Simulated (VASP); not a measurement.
## WCl: single point with PBE

WCl:

```xyz
2
Lattice="2.4605 -2.4685 0.0000 2.4605 2.4685 0.0000 0.0000 0.0000 2.7884" Properties=species:S:1:pos:R:3 pbc="T T T"
W     2.4605    0.0000    1.3942
Cl    0.0000    0.0000    1.3942
```

The cell was built from a structure type or drawn by symmetry, and may not be a known phase.

```
Program             : VASP 6.6.1
Task                : single point
Functional          : PBE
Potentials or basis : VASP PAW PBE potentials, release 64 (W_sv, Cl)
Cutoff              : 500 eV
k mesh              : 6 × 6 × 5
Occupations         : gaussian, width 0.2 eV
Spin                : no spin polarisation
```

| Property | Result |
| --- | --- |
| Pressure | 0.5 GPa |
| Band gap on the k mesh | zero (an odd number of electrons rules out a gap without spin polarisation) |

Stress tensor (GPa, compression positive):
```
0.89 0.00 0.00
0.00 0.61 0.00
0.00 0.00 0.04
```

Levels at points of the mesh, in eV from the Fermi level:
```
           k point  band 6  band 7  band 8  band 9  band 10  band 11  band 12  band 13  band 14  band 15
(0.00, 0.00, 0.00)   -6.62   -6.62   -4.46   -4.23    -3.27    -1.65    -0.30     1.93     1.95     7.97
(0.50, 0.00, 0.00)  -10.34   -8.37   -3.80   -3.62     0.11     2.02     2.16     2.55     4.33     6.53
(0.50, 0.50, 0.00)   -8.27   -8.26   -3.80   -2.97    -0.03     0.89     1.08     1.12     1.13     6.91
```

Run time: 12 s on 1 thread of Intel(R) Xeon(R) Platinum 8259CL CPU @ 2.50GHz (Skylake/Cascade Lake), with other jobs on the host, peak memory 0.15 GiB.

Caveat: the k points lie up to 0.45 Å⁻¹ apart, too coarse for converged energies and pressures of a metal; spin-orbit coupling is left out, which moves the levels of the heavy elements; an odd number of electrons without spin polarisation forces a metal; a magnetic or distorted state may lie lower.
